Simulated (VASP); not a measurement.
A run of VASP 6.6.1 is set up as follows.

INCAR

```
SYSTEM = KZnF3
PREC     = Accurate       ! precision mode
ENCUT    = 600            ! plane-wave cutoff, eV
EDIFF    = 1E-6           ! SCF threshold, eV
ISMEAR   = 0              ! smearing method
SIGMA    = 0.1            ! smearing width, eV
LREAL    = .False.        ! projectors in reciprocal space
LASPH    = .True.         ! aspherical terms in the spheres
NELM     = 120            ! most SCF steps
ALGO     = Normal         ! electronic algorithm
ISIF     = 2              ! what is computed and relaxed
LWAVE    = .False.        ! write WAVECAR
LCHARG   = .False.        ! write CHGCAR
GGA      = PE             ! functional
IVDW     = 12             ! dispersion correction
NBANDS   = 29             ! bands
GGA_COMPAT= .False.
```

The input KPOINTS:

```
regular mesh
0
Gamma
  4 4 4
  0 0 0
```

Contents of POSCAR:

```
KZnF3
1.0
    4.0474167900      0.0000000000      0.0000000000
    0.0000000000      4.0474167900      0.0000000000
    0.0000000000      0.0000000000      4.0474167900
K Zn F
1 1 3
Direct
    0.0000000000      0.0000000000      0.0000000000
    0.5000000000      0.5000000000      0.5000000000
    0.0000000000      0.5000000000      0.5000000000
    0.5000000000      0.0000000000      0.5000000000
    0.5000000000      0.5000000000      0.0000000000
```

Potentials or basis: VASP PAW PBE potentials, release 64 (K_sv, Zn, F).

Launch:

```console
$ cat potpaw_PBE.64/K_sv/POTCAR potpaw_PBE.64/Zn/POTCAR potpaw_PBE.64/F/POTCAR > POTCAR
$ mpirun -np 1 vasp_std > vasp.out
```

Problem. Estimate the band gap on the k mesh.

Solution. 3.80 eV (least direct gap 5.67 eV).

Problem. Predict the dispersion energy per atom.

Solution. -0.157 eV.

 A k mesh can miss the band edges.
